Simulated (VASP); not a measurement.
# Sr32NO31 (a cell with a defect) in VASP: single point with PBEsol

Aim: the single point of Sr32NO31 (a cell with a defect) with PBEsol.

All numbers are computed with VASP 6.6.1; they aren't measurements. Logs are shortened: lines on timing, memory, paths and dates and some standing lists are left out, and cuts for length are marked.

## Step 1: The cell of the first run

The cell holds a defect, 64 atoms: a = 10.245 Å, b = 10.245 Å, c = 10.245 Å, α = 90.00°, β = 90.00°, γ = 90.00°.

## Step 2: Single point, PBEsol

File INCAR:

```
PREC = Accurate
ENCUT = 520
EDIFF = 1E-6
ISMEAR = -1
SIGMA = 0.05
LREAL = Auto
LASPH = True
NELM = 120
ALGO = Normal
ISIF = 2
LWAVE = False
LCHARG = False
GGA = PS
ISYM = 0
NBANDS = 294
GGA_COMPAT = False
```

File KPOINTS:

```
Automatic mesh
0
Gamma
  1 1 1
  0.25 0.25 0.25
```

File POSCAR:

```
Sr32NO31
1.0
   10.2454930000      0.0000000000      0.0000000000
    0.0000000000     10.2454930000      0.0000000000
    0.0000000000      0.0000000000     10.2454930000
O N Sr
31 1 32
Direct
    0.2498970000      0.0004790000      0.9995190000
    0.2501280000      0.0004320000      0.4993640000
    0.2499010000      0.5006450000      0.9994920000
    0.7499100000      0.0005800000      0.9996080000
    0.7500010000      0.0005840000      0.4996400000
    0.7498880000      0.5006200000      0.9996630000
    0.7499660000      0.5006590000      0.4996170000
    0.9997420000      0.2505270000      0.9995140000
    0.9988740000      0.2495910000      0.4995190000
    0.9998720000      0.7507820000      0.9995330000
    0.9991500000      0.7515370000      0.4996560000
    0.4999120000      0.2503120000      0.9995940000
    0.5008530000      0.2492680000      0.4994090000
    0.5001500000      0.7504500000      0.9993970000
    0.5011600000      0.7511830000      0.4994290000
    0.0000660000      0.0006270000      0.2497450000
    0.0000170000      0.0005960000      0.7495370000
    0.9989990000      0.5006030000      0.2484380000
    0.9989880000      0.5005030000      0.7505350000
    0.5001920000      0.0003430000      0.2495410000
    0.5000050000      0.0004710000      0.7495730000
    0.5009820000      0.5003940000      0.2486880000
    0.5009330000      0.5003340000      0.7505820000
    0.2499390000      0.2494660000      0.2483520000
    0.2499890000      0.2495300000      0.7503860000
    0.2501170000      0.7514430000      0.2483310000
    0.2500570000      0.7514730000      0.7504070000
    0.7500720000      0.2505740000      0.2495690000
    0.7499370000      0.2505150000      0.7494930000
    0.7501710000      0.7507420000      0.2495950000
    0.7500120000      0.7506380000      0.7496300000
    0.2498370000      0.5005030000      0.4994960000
    0.9996440000      0.0005840000      0.9996000000
    0.9989320000      0.0006100000      0.4996340000
    0.9988820000      0.5004570000      0.9995580000
    0.9969440000      0.5004080000      0.4994240000
    0.5001540000      0.0004900000      0.9995960000
    0.5009230000      0.0005010000      0.4997370000
    0.5008340000      0.5006070000      0.9994290000
    0.5028410000      0.5006210000      0.4994710000
    0.2498350000      0.2497770000      0.9995390000
    0.2501150000      0.2474030000      0.4994780000
    0.2497380000      0.7512910000      0.9995520000
    0.2498630000      0.7536700000      0.4995390000
    0.7499450000      0.2503240000      0.9995800000
    0.7498890000      0.2497750000      0.4995590000
    0.7500180000      0.7508520000      0.9995190000
    0.7500140000      0.7514000000      0.4996540000
    0.2498540000      0.0004980000      0.2485660000
    0.2499890000      0.0005110000      0.7506420000
    0.2499770000      0.5005840000      0.2465120000
    0.2499010000      0.5006240000      0.7525290000
    0.7498940000      0.0005290000      0.2492580000
    0.7500030000      0.0005890000      0.7498790000
    0.7498290000      0.5005900000      0.2487470000
    0.7499200000      0.5005150000      0.7502830000
    0.0001890000      0.2507870000      0.2498790000
    0.0002700000      0.2507800000      0.7492210000
    0.0001340000      0.7503120000      0.2497760000
    0.0003220000      0.7503040000      0.7492700000
    0.4996250000      0.2507260000      0.2496590000
    0.4996860000      0.2507670000      0.7493410000
    0.4996820000      0.7504130000      0.2498260000
    0.4996960000      0.7502920000      0.7493660000
```

Potentials or basis: VASP PAW PBE potentials, release 64 (O, N, Sr_sv).

Started as:

```console
$ cat potpaw_PBE.64/O/POTCAR potpaw_PBE.64/N/POTCAR potpaw_PBE.64/Sr_sv/POTCAR > POTCAR
$ mpirun -np 1 vasp_std > vasp.out
```

OUTCAR:

```text
PREC = Accurate
   ENCUT = 520
   EDIFF = 1E-6
   ISMEAR = -1
   LREAL = Auto
   LASPH = True
   NELM = 120
   ISIF = 2
   GGA = PS
   ISYM = 0

 ion  position               nearest neighbor table
   1  0.250  0.000  1.000-  50 2.55  49 2.55  43 2.55  41 2.55  33 2.56  37 2.56
   2  0.250  0.000  0.499-  44 2.53  42 2.53  38 2.57  49 2.57  34 2.57  50 2.57
   3  0.250  0.501  0.999-  52 2.53  51 2.53  43 2.57  41 2.57  39 2.57  35 2.57
   4  0.750  0.001  1.000-  53 2.56  47 2.56  54 2.56  33 2.56  45 2.56  37 2.56
   5  0.750  0.001  0.500-  34 2.55  38 2.55  48 2.55  46 2.55  54 2.56  53 2.57
   6  0.750  0.501  1.000-  35 2.55  39 2.55  55 2.55  56 2.56  47 2.56  45 2.56
[... 76 lines left out ...]
  58  0.000  0.251  0.749-   9 2.56  25 2.56  19 2.56  17 2.56   8 2.56  29 2.56  36 3.62  52 3.62
                            42 3.62  34 3.62  41 3.62  50 3.62  35 3.62  46 3.62  56 3.62  54 3.63
  59  0.000  0.750  0.250-  18 2.56  11 2.56  30 2.56  26 2.56  10 2.56  16 2.56  44 3.62  36 3.62
                            51 3.62  43 3.62  49 3.62  48 3.62  55 3.62  35 3.62  34 3.62  47 3.63
  60  0.000  0.750  0.749-  11 2.56  27 2.56  19 2.56  10 2.56  17 2.56  31 2.56  52 3.62  44 3.62
                            43 3.62  36 3.62  50 3.62  48 3.62  34 3.62  35 3.62  56 3.62  47 3.63
  61  0.500  0.251  0.250-  22 2.56  24 2.56  13 2.56  12 2.56  20 2.57  28 2.57  42 3.62  51 3.62
                            40 3.62  41 3.62  49 3.62  55 3.62  39 3.62  46 3.62  37 3.62  38 3.62
  62  0.500  0.251  0.749-  23 2.56  25 2.56  13 2.56  29 2.56  12 2.56  21 2.56  42 3.62  52 3.62
                            40 3.62  38 3.62  39 3.62  50 3.62  56 3.62  46 3.62  41 3.62  54 3.63
  63  0.500  0.750  0.250-  26 2.56  15 2.56  20 2.56  22 2.56  14 2.57  30 2.57  40 3.62  44 3.62
                            51 3.62  49 3.62  55 3.62  38 3.62  48 3.62  39 3.62  43 3.62  37 3.62
  64  0.500  0.750  0.749-  27 2.56  15 2.56  23 2.56  14 2.56  21 2.56  31 2.56  52 3.62  40 3.62
                            44 3.62  39 3.62  38 3.62  50 3.62  56 3.62  48 3.62  43 3.62  37 3.63

IMPORTANT INFORMATION: All symmetrisations will be switched off!
NOSYMM: (Re-)initialisation of all symmetry stuff for point group C_1.

----------------------------------------------------------------------------------------

                                     Primitive cell

  volume of cell :    1075.4707

  direct lattice vectors                    reciprocal lattice vectors
    10.245493000  0.000000000  0.000000000     0.097603893  0.000000000  0.000000000
     0.000000000 10.245493000  0.000000000     0.000000000  0.097603893  0.000000000
     0.000000000  0.000000000 10.245493000     0.000000000  0.000000000  0.097603893

  length of vectors
    10.245493000 10.245493000 10.245493000     0.097603893  0.097603893  0.097603893

  position of ions in fractional coordinates (direct lattice)
     0.249897000  0.000479000  0.999519000
     0.250128000  0.000432000  0.499364000
     0.249901000  0.500645000  0.999492000
     0.749910000  0.000580000  0.999608000
     0.750001000  0.000584000  0.499640000
     0.749888000  0.500620000  0.999663000
[... 56 lines left out ...]
     0.499682000  0.750413000  0.249826000
     0.499696000  0.750292000  0.749366000

  ion indices of the primitive-cell ions
   primitive index   ion index
                 1           1
                 2           2
                 3           3
                 4           4
                 5           5
                 6           6
[... 56 lines left out ...]
                63          63
                64          64

----------------------------------------------------------------------------------------

 KPOINTS: Automatic mesh

Automatic generation of k-mesh.
 Grid dimensions read from file:
 generate k-points for:    1    1    1

 Generating k-lattice:

  Cartesian coordinates                     Fractional coordinates (reciprocal lattice)
     0.097603893  0.000000000  0.000000000     1.000000000  0.000000000  0.000000000
     0.000000000  0.097603893  0.000000000     0.000000000  1.000000000  0.000000000
     0.000000000  0.000000000  0.097603893     0.000000000  0.000000000  1.000000000

  Length of vectors
     0.097603893  0.097603893  0.097603893

  Shift w.r.t. Gamma in fractional coordinates (k-lattice)
     0.250000000  0.250000000  0.250000000

 Subroutine IBZKPT returns following result:
 ===========================================

 Found      4 irreducible k-points:

 Following reciprocal coordinates:
            Coordinates               Weight
  0.250000  0.250000  0.250000      2.000000
 -0.250000  0.250000  0.250000      2.000000
 -0.250000 -0.250000  0.250000      2.000000
  0.250000 -0.250000  0.250000      2.000000
   k-points           NKPTS =      4   k-points in BZ     NKDIM =      4   number of bands    NBANDS=    294
   number of dos      NEDOS =    301   number of ions     NIONS =     64
   total plane-waves  NPLWV = 512000
   dimension x,y,z NGX =    80 NGY =   80 NGZ =   80
   dimension x,y,z NGXF=   160 NGYF=  160 NGZF=  160
   ions per type =              31   1  32
   NGX,Y,Z   is equivalent  to a cutoff of  12.98, 12.98, 12.98 a.u.
   NGXF,Y,Z  is equivalent  to a cutoff of  25.96, 25.96, 25.96 a.u.
 SYSTEM =  unknown system
   PREC   = accura    normal or accurate (medium, high low for compatibility)
   ISTART =      0    job   : 0-new  1-cont  2-samecut
   ICHARG =      2    charge: 1-file 2-atom 10-const
   ISPIN  =      1    spin polarized calculation?
   LNONCOLLINEAR =      F non collinear calculations
   LSORBIT =      F    spin-orbit coupling
   LASPH  =      T    aspherical Exc in radial PAW
   ENCUT  =  520.0 eV  38.22 Ry    6.18 a.u.  19.05 19.05 19.05*2*pi/ulx,y,z
   NELM   =    120;   NELMIN=  2; NELMDL= -5     # of ELM steps
   EDIFF  = 0.1E-05   stopping-criterion for ELM
   LREAL  =      T    real-space projection
   EDIFFG = 0.1E-04   stopping-criterion for IOM
   NSW    =      0    number of steps for IOM
   IBRION =     -1    ionic relax: 0-MD 1-quasi-New 2-CG
   NFREE  =      0    steps in history (QN), initial steepest desc. (CG)
   ISIF   =      2    stress and relaxation
   ISYM   =      0    0-nonsym 1-usesym 2-fastsym
   POTIM  = 0.5000    time-step for ionic-motion
   TEBEG  =    0.0;   TEEND  =   0.0 temperature during run
   PSTRESS=    0.0 pullay stress
   NELECT =     511.0000    total number of electrons
   NUPDOWN=      -1.0000    fix difference up-down
   EMIN   =  10.00;   EMAX   =-10.00  energy-range for DOS
   EFERMI =   0.00;   METHOD = LEGACY
   ISMEAR =    -1;   SIGMA  =   0.05  broadening in eV -4-tet -1-fermi 0-gaus
   EFERMI_NEDOS =   21; number of points for ismear=-14 and -15
   IALGO  =     38    algorithm
   IMIX   =      4    mixing-type and parameters
     AMIX     =   0.40;   BMIX     =  1.00
     AMIX_MAG =   1.60;   BMIX_MAG =  1.00
  volume/ion in A,a.u.               =      16.80       113.40
  Fermi-wavevector in a.u.,A,eV,Ry     =   1.277465  2.414058 22.203569  1.631916
  Thomas-Fermi vector in A             =   2.410063
   LORBIT       =      0    0 simple, 1 ext, 2 COOP (PROOUT), +10 PAW based schemes
   GGA     = PS    functional components
   LHFCALC =     F    Hartree Fock is set to
   AEXX    =    0.0000 exact exchange contribution
   IVDW    =     0    specifies the selected vdW correction
   LEPSILON=     F    determine dielectric tensor
   LRPA    =     F    only Hartree local field effects (RPA)
 non-spin polarized calculation
  energy-cutoff  :      520.00
  volume of cell :     1075.47
 maximum number of plane-waves:     28978
 NGX is ok and might be reduce to    80
   NGX = 39   NGY = 39   NGZ = 39

 number of electron     511.0000177 magnetization

 Free energy of the ion-electron system (eV)
  ---------------------------------------------------
  ext. energy  EPLUGINS =         0.00000000
  ---------------------------------------------------
  free energy    TOTEN  =      -402.07493268 eV

  energy without entropy =     -401.94080790  energy(sigma->0) =     -402.00787029

 E-fermi :   1.9949     XC(G=0): -10.3368

 val. band max:        1.9221194585   @ k =   0.2500  -0.2500   0.2500
 cond. band min:       5.2027335126   @ k =  -0.2500   0.2500   0.2500
 fundamental gap:      3.2806140541
 Fermi energy:         1.9948773481

 k-point     1 :       0.2500    0.2500    0.2500
  band No.  band energies     occupation
      1     -30.6258      2.00000
      2     -30.5794      2.00000
      3     -30.5785      2.00000
      4     -30.5716      2.00000
      5     -30.5425      2.00000
      6     -30.5420      2.00000
[... 259 lines left out ...]
    266       6.6472      0.00000
    267       6.6503      0.00000

 k-point     2 :      -0.2500    0.2500    0.2500
  band No.  band energies     occupation
      1     -30.6258      2.00000
      2     -30.5793      2.00000
      3     -30.5786      2.00000
      4     -30.5716      2.00000
      5     -30.5427      2.00000
      6     -30.5418      2.00000
[... 259 lines left out ...]
    266       6.6473      0.00000
    267       6.6507      0.00000

 k-point     3 :      -0.2500   -0.2500    0.2500
  band No.  band energies     occupation
      1     -30.6258      2.00000
      2     -30.5795      2.00000
      3     -30.5785      2.00000
      4     -30.5715      2.00000
      5     -30.5426      2.00000
      6     -30.5419      2.00000
[... 259 lines left out ...]
    266       6.6473      0.00000
    267       6.6509      0.00000

 k-point     4 :       0.2500   -0.2500    0.2500
  band No.  band energies     occupation
      1     -30.6258      2.00000
      2     -30.5793      2.00000
      3     -30.5785      2.00000
      4     -30.5717      2.00000
      5     -30.5425      2.00000
      6     -30.5418      2.00000
[... 259 lines left out ...]
    266       6.6471      0.00000
    267       6.6503      0.00000
 [bands above 267 left out]

------------------------ aborting loop because EDIFF is reached ----------------------------------------

  FORCE on cell =-STRESS in cart. coord.  units (eV):
  Direction    XX          YY          ZZ          XY          YZ          ZX
  --------------------------------------------------------------------------------------
  -------------------------------------------------------------------------------------
  Total        6.0629187      6.0813746      6.0842445     -0.0016959     -0.0162998      0.0018716
  in kB        9.0322042      9.0596988      9.0639741     -0.0025264     -0.0242825      0.0027882
  external PRESSURE =       9.0519590 kB  Pullay stress =       0.0000000 kB

 VOLUME and BASIS-vectors are now :
 -----------------------------------------------------------------------------
  energy-cutoff  :      520.00
  volume of cell :     1075.47
      direct lattice vectors                 reciprocal lattice vectors
    10.245493000  0.000000000  0.000000000     0.097603893  0.000000000  0.000000000
     0.000000000 10.245493000  0.000000000     0.000000000  0.097603893  0.000000000
     0.000000000  0.000000000 10.245493000     0.000000000  0.000000000  0.097603893

 POSITION                                       TOTAL-FORCE (eV/Angst)
 -----------------------------------------------------------------------------------
      2.56032      0.00491     10.24056        -0.001135      0.002410     -0.000409
      2.56268      0.00443      5.11623        -0.006176      0.004199      0.008841
      2.56036      5.12935     10.24029        -0.001357     -0.004556     -0.000813
      7.68320      0.00594     10.24148         0.002599      0.000893     -0.001486
      7.68413      0.00598      5.11906        -0.000354     -0.001222      0.000979
      7.68297      5.12910     10.24204         0.000845     -0.004153     -0.005860
[... 56 lines left out ...]
      5.11949      7.68835      2.55959         0.006095     -0.005430     -0.004927
      5.11963      7.68711      7.67762         0.004972     -0.001611     -0.005155
 -----------------------------------------------------------------------------------
    total drift:                               -0.005241      0.004632      0.001262

  FREE ENERGIE OF THE ION-ELECTRON SYSTEM (eV)
  ---------------------------------------------------
  free  energy   TOTEN  =      -402.0749326774 eV

  energy  without entropy=     -401.9408078955  energy(sigma->0) =     -402.00787029
```

It took 65 min on 1 thread of Intel Xeon Platinum 8259CL at 2.50GHz (Skylake/Cascade Lake), shared host; peak memory 1.5 GiB.

What came out:

- Free energy: -402.0749 eV
- Pressure: 0.9 GPa
- Largest force: 0.019 eV/Å
- Band gap on the k mesh: zero (an odd number of electrons rules out a gap without spin polarisation)

Forces in eV/Å, atoms in the order of the input:
```
O   -0.001  0.002  0.000
O   -0.006  0.004  0.009
O   -0.001 -0.005 -0.001
O    0.003  0.001 -0.001
O    0.000 -0.001  0.001
O    0.001 -0.004 -0.006
O   -0.001 -0.005 -0.002
O    0.007  0.000  0.000
O    0.009  0.004  0.002
O    0.004 -0.007 -0.002
O    0.002 -0.008 -0.004
O    0.000  0.005 -0.003
O   -0.002  0.015  0.008
O   -0.009  0.004  0.004
O   -0.015  0.006  0.010
O   -0.006 -0.005 -0.011
O   -0.001 -0.001  0.006
O    0.006 -0.004  0.012
O    0.002  0.001 -0.005
O   -0.010  0.004 -0.002
O    0.000 -0.002  0.006
O   -0.009  0.002 -0.001
O   -0.004  0.006 -0.006
O    0.001  0.008  0.012
O   -0.002  0.005  0.000
O   -0.008 -0.004  0.015
O   -0.002 -0.003  0.001
O   -0.005  0.001 -0.004
O    0.001  0.002  0.004
O   -0.006 -0.006 -0.004
O    0.001 -0.002 -0.002
N    0.004  0.000  0.000
Sr  -0.002  0.003 -0.001
Sr   0.011 -0.002 -0.005
Sr   0.005  0.005 -0.001
Sr   0.004  0.009  0.005
Sr   0.005  0.000 -0.003
Sr  -0.002 -0.003 -0.013
Sr   0.000 -0.003  0.009
Sr   0.002 -0.007  0.003
Sr   0.003 -0.004 -0.004
Sr  -0.007  0.003  0.000
Sr   0.013  0.003  0.000
Sr   0.006 -0.009 -0.005
Sr  -0.003 -0.001 -0.002
Sr  -0.003 -0.008 -0.005
Sr  -0.004  0.000  0.001
Sr   0.000  0.002 -0.004
Sr   0.008  0.000  0.009
Sr  -0.001  0.003 -0.015
Sr  -0.001 -0.001  0.002
Sr   0.001 -0.007 -0.007
Sr   0.004  0.004  0.006
Sr  -0.002  0.001 -0.001
Sr   0.004  0.001 -0.003
Sr   0.002  0.005  0.008
Sr  -0.002  0.001 -0.004
Sr  -0.004  0.001  0.001
Sr   0.003  0.003  0.003
Sr  -0.009  0.000 -0.001
Sr   0.007 -0.002  0.006
Sr   0.001 -0.001 -0.003
Sr   0.006 -0.005 -0.005
Sr   0.005 -0.002 -0.005
```

Levels at points of the mesh, in eV from the Fermi level:
```tsv
k point	band 254	band 255	band 256	band 257	band 258	band 259
(0.25, 0.25, 0.25)	-0.10	-0.07	-0.07	3.21	3.21	3.21
```

Caveat: the PAW data sets were made with another functional, which shifts forces and pressure a little; an odd number of electrons without spin polarisation forces a metal; a magnetic or distorted state may lie lower.

The gap in the log of VASP goes by the Fermi energy; the results here count the filled bands.